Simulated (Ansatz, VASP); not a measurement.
Be in VASP and in Ansatz

Contents of INCAR:

```
  PREC = Accurate
  ENCUT = 520
  EDIFF = 1E-8
  ISMEAR = 1
  SIGMA = 0.01
  LREAL = False
  LASPH = True
  NELM = 120
  ALGO = Normal
  ISIF = 2
  LWAVE = False
  LCHARG = False
  GGA = PE
  IVDW = 13
  LEFG = True
  NBANDS = 7
  GGA_COMPAT = False
```

The input KPOINTS:

```
Automatic mesh
0
Gamma
  15 15 15
```

The input POSCAR:

```
Be
1.0
   -1.2856840110      1.2856840110      1.2856840110
    1.2856840110     -1.2856840110      1.2856840110
    1.2856840110      1.2856840110     -1.2856840110
Be
1
Direct
    0.0000000000      0.0000000000      0.0000000000
```

File input.yaml:

```yaml
crystal:
  lattice:
    - [-1.285684011, 1.285684011, 1.285684011]
    - [1.285684011, -1.285684011, 1.285684011]
    - [1.285684011, 1.285684011, -1.285684011]
  atoms:
    - { symbol: Be, position: [0.0, 0.0, 0.0] }
hamiltonian:
  xc: pbe
  pseudopotentials: { kind: paw, source: jth }
  dispersion: d4
kpoints:
  mp_grid: { grid: [15, 15, 15] }
scf:
  occupations: { method: cold, width: 0.01 }
output:
  forces: true
  stress: true
  eigenvalues: true
  efg: {}
```

Change from the starting cell: volume scaled by 1.08.

Alike in both runs: task electric field gradients; functional PBE; dispersion D4; k mesh 15 × 15 × 15; no spin polarisation.

```csv
,VASP,Ansatz
version,VASP 6.6.1,Ansatz 0.2.0
potentials or method,"VASP PAW PBE potentials, release 64 (Be)",JTH PAW
plane-wave cutoff (eV),520,1080
occupations,"methfessel-paxton of order 1, width 0.01 eV","cold, width 0.01 eV"
valence electrons in the cell,2,4
```

Ansatz gave:

| Item | Value |
| --- | --- |
| gap on the k mesh at the Fermi level (eV) | none |
| pressure (GPa) | -11.1 |

Q: Which values does VASP return?

A: gap on the k mesh at the Fermi level (eV): none; pressure (GPa): -10.9.

A gap of «none» marks a metal or a gap that the smearing closes. VASP's potentials hold 2 valence electrons a cell and Ansatz's 4, so a difference there can come from the potentials and not from the codes.
